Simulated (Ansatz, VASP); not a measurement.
# One calculation of GaSb, two programs

INCAR

```
  PREC = Accurate
  ENCUT = 520
  EDIFF = 1E-7
  ISMEAR = -1
  SIGMA = 0.08
  LREAL = F
  LASPH = T
  NELM = 60
  ALGO = Normal
  ISIF = 2
  LWAVE = F
  LCHARG = F
  GGA = PE
  NBANDS = 16
```

KPOINTS

```
Automatic mesh
0
Gamma
  12 12 12
```

POSCAR

```
GaSb
1.0
    0.0000000000      3.0792588685      3.0792588685
    3.0792588685      0.0000000000      3.0792588685
    3.0792588685      3.0792588685      0.0000000000
Ga Sb
1 1
Direct
    0.0000000000      0.0000000000      0.0000000000
    0.7500000000      0.7500000000      0.7500000000
```

Input for Ansatz:

```yaml
crystal:
  lattice:
    - [0.0, 3.0792588685, 3.0792588685]
    - [3.0792588685, 0.0, 3.0792588685]
    - [3.0792588685, 3.0792588685, 0.0]
  atoms:
    - { symbol: Ga, position: [0.0, 0.0, 0.0] }
    - { symbol: Sb, position: [0.75, 0.75, 0.75] }
kpoints:
  mp_grid: { grid: [12, 12, 12] }
scf:
  occupations: { method: fermi_dirac, width: 0.08 }
hamiltonian:
  xc: pbe
  pseudopotentials: { kind: all_electron, lapw: { basis_error: 0.001 } }
output:
  forces: true
  stress: true
  eigenvalues: true
```

Change from the starting cell: volume scaled by 1.02.

Alike in both runs: task single point; functional PBE; k mesh 12 × 12 × 12; occupations fermi-dirac, width 0.08 eV; no spin polarisation.

```csv
,VASP,Ansatz
version,VASP 6.6.1,Ansatz 0.2.0
potentials or method,"VASP PAW PBE potentials, release 64 (Ga_d, Sb), cutoff 520 eV","all-electron LAPW, scalar-relativistic"
```

|  | VASP | Ansatz | Ansatz less VASP |
| --- | --- | --- | --- |
| pressure (GPa) | 1.4 | 1.3 | -0.07 |

Ansatz ran all-electron here, and VASP with PAW potentials.

Neither program's run includes spin-orbit coupling.
